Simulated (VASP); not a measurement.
# NaF: single point with PBE

The system is NaF.

```
Na F
1.0
     0.00000    2.28589    2.28589
     2.28589    0.00000    2.28589
     2.28589    2.28589    0.00000
Na F
1 1
Direct
  0.00000 0.00000 0.00000
  0.50000 0.50000 0.50000
```

```yaml
Program: VASP 6.6.1
Task: single point
Functional: PBE
Potentials_or_basis: VASP PAW PBE potentials, release 64 (Na_pv, F)
Cutoff: 600 eV
k_mesh: 3 × 3 × 3
Occupations: methfessel-paxton, width 0.0680285 eV
Spin: non-collinear spin, zero start, spin-orbit coupling
Starting_moments: "[[0.0, 0.0, 0.0], [0.0, 0.0, 0.0]] μB"
Dipole_correction: no
Further_INCAR_settings: ALGO = Normal; EDIFF = 1e-06; NBANDS = 26
```

```
Pressure                                              : 4.4 GPa
Net moment                                            : 0.00 μB per cell
Valence electrons inside the program's atomic spheres : Na 6.05; F 6.12
```

Moments on the atoms (μB; x, y, z):
```
Na  0.00 0.00 0.00
F   0.00 0.00 0.00
```

It took 8.1 s on 1 thread of AMD EPYC 9R45 96-Core Processor (Zen 5) (shared host), peak memory 0.19 GiB.

Caveat: the k points lie up to 0.79 Å⁻¹ apart.
